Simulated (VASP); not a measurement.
Input of a VASP 6.6.1 run:

Contents of POSCAR:

```
CaO
1.0
    2.4094286118      2.4094286118      0.0000000000
   -2.4094286118      2.4094286118      0.0000000000
    0.0000000000      2.4094286118      2.3902490806
Ca O
1 1
Direct
    0.0000000000      0.0000000000      0.0000000000
    0.5000000000      0.5000000000      0.0000000000
```

The input INCAR.step1:

```
SYSTEM = CaO
ALGO = Normal ; EDIFF = 1E-4
ENCUT = 520 ; GGA = PE
ISMEAR = 0 ; LASPH = .TRUE.
LCHARG = .FALSE. ; LREAL = .FALSE.
LWAVE = .TRUE. ; NBANDS = 15
NELM = 100 ; PREC = Accurate
SIGMA = 0.01
```

INCAR.step2

```
SYSTEM = CaO
ALGO = Normal ; EDIFF = 1E-7
ENCUT = 520 ; ISIF = 2
ISMEAR = 0 ; ISTART = 1
LASPH = .TRUE. ; LCHARG = .FALSE.
LMIXTAU = .TRUE. ; LREAL = .FALSE.
LWAVE = .FALSE. ; METAGGA = R2SCAN
NBANDS = 15 ; NELM = 100
PREC = Accurate ; SIGMA = 0.01
```

The input KPOINTS:

```
k-points
0
G
  8 8 8
  0 0 0
```

Potentials or basis: VASP PAW PBE potentials, release 64 (Ca_sv, O).

Launch:

```sh
$ cat potpaw_PBE.64/Ca_sv/POTCAR potpaw_PBE.64/O/POTCAR > POTCAR
$ cp INCAR.step1 INCAR
$ mpirun -np 1 vasp_std > vasp.out
$ cp INCAR.step2 INCAR
$ mpirun -np 1 vasp_std > vasp.out
```

**Question.** Predict the band gap on the k mesh.

**Answer.** 4.16 eV, indirect (least direct gap 4.56 eV).

**Question.** Predict the pressure.

**Answer.** 0.3 GPa.

Stress tensor (GPa, compression positive):
```
-0.22  0.00  0.00
 0.00 -0.22  0.00
 0.00  0.00  1.22
```

Caveat: the cell differs from its parent crystal (in-plane strain +0.005); the PAW data sets were made with another functional, which shifts forces and pressure a little. A k mesh can miss the band edges.
